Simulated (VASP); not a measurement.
Input of a VASP 6.6.1 run:

INCAR

```
SYSTEM = K
PREC = Accurate
ENCUT = 600
EDIFF = 1E-6
ISMEAR = 0
SIGMA = 0.1
LREAL = .False.
LASPH = .True.
NELM = 100
ALGO = Normal
ISIF = 3
LWAVE = .False.
LCHARG = .False.
GGA = PE
IVDW = 12
IBRION = 2
NSW = 100
EDIFFG = -0.005
```

Contents of KPOINTS:

```
regular mesh
0
Gamma
  12 12 12
  0 0 0
```

The input POSCAR:

```
K
1.0
    0.0000000000      3.2597550010      3.2597550010
    3.2597550010      0.0000000000      3.2597550010
    3.2597550010      3.2597550010      0.0000000000
K
1
Direct
    0.0000000000      0.0000000000      0.0000000000
```

Potentials or basis: VASP PAW PBE potentials, release 64 (K_sv).

Launch:

```sh
$ cat potpaw_PBE.64/K_sv/POTCAR > POTCAR
$ mpirun -np 1 vasp_std > vasp.out
```

(1) Predict the relaxed volume.

(2) Estimate the dispersion energy per atom.

## Answers

(1) 69.23 Å³/atom.

(2) -0.120 eV.

Caveat: pairwise dispersion overbinds metals, which lowers pressure and volume.
